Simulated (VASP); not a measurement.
Input of a VASP 6.6.1 run:

INCAR

```
ALGO     = Fast           # electronic algorithm
EDIFF    = 1E-6           # SCF threshold, eV
ENCUT    = 520            # plane-wave cutoff, eV
GGA      = PE             # functional
ISIF     = 2              # what is computed and relaxed
ISMEAR   = 0              # smearing method
LASPH    = True           # aspherical terms in the spheres
LCHARG   = False          # write CHGCAR
LREAL    = False          # projectors in reciprocal space
LWAVE    = False          # write WAVECAR
NBANDS   = 23             # bands
NELM     = 80             # most SCF steps
PREC     = Accurate       # precision mode
SIGMA    = 0.1            # smearing width, eV
```

The input KPOINTS:

```
k-points
0
Gamma
  4 4 4
```

File POSCAR:

```
BaTa2
1.0
    0.0000000000      3.3385794121      3.3385794121
    3.3385794121      0.0000000000      3.3385794121
    3.3385794121      3.3385794121      0.0000000000
Ba Ta
1 2
Direct
    0.0000000000      0.0000000000      0.0000000000
    0.2500000000      0.2500000000      0.2500000000
    0.7500000000      0.7500000000      0.7500000000
```

Potentials or basis: VASP PAW PBE potentials, release 64 (Ba_sv, Ta_pv).

Launch:

```sh
$ cat potpaw_PBE.64/Ba_sv/POTCAR potpaw_PBE.64/Ta_pv/POTCAR > POTCAR
$ mpirun -np 1 vasp_std > vasp.out
```

Task: What does it give for the band gap on the k mesh?

Result: Zero (band 16 reaches 4.66 eV, above the bottom of band 17 at 4.04 eV).

Task: Predict the pressure.

Result: 2.8 GPa.

Caveat: the k points lie up to 0.41 Å⁻¹ apart; spin-orbit coupling is left out, which moves the levels of the heavy elements.
